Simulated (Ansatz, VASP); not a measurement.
One calculation of B3N2, two programs

```
CELL_PARAMETERS angstrom
3.38307 0.00000 0.00000
-1.69153 2.92982 0.00000
0.00000 0.00000 4.15429
ATOMIC_POSITIONS crystal
B 0.00000 0.00000 0.74540
B 0.00000 0.00000 0.25460
B 0.66667 0.33333 0.00000
N 0.66667 0.33333 0.50000
N 0.33333 0.66667 0.00000
```

Change from the starting cell: species swapped into the Fe3Ge2 type (P-6m2, No. 187).

Alike in both runs: task single point; functional PBE; k mesh 6 × 6 × 4; occupations gaussian, width 0.1 eV; collinear spin.

|  | VASP | Ansatz |
| --- | --- | --- |
| version | VASP 6.6.1 | Ansatz 0.2.0 |
| potentials or method | VASP PAW PBE potentials, release 64 (B, N), cutoff 520 eV | scalar-relativistic, plane waves, PAW |
| valence electrons in the cell | 19 | 19 |

Ansatz gave:

- gap on the k mesh at the Fermi level (eV): none
- rms of the force components (eV/Å): 0.343
- net moment per atom (μB): 0.00

Q: Estimate VASP's values.

A: gap on the k mesh at the Fermi level (eV): none; rms of the force components (eV/Å): 0.341; net moment per atom (μB): 0.00.

Atom by atom the forces differ by 0.001 eV/Å (rms over components). A gap of «none» marks a metal or a gap that the smearing closes. Ansatz's warnings: seeded moment not kept.

The k mesh is coarse, so the values compare programs but aren't converged.
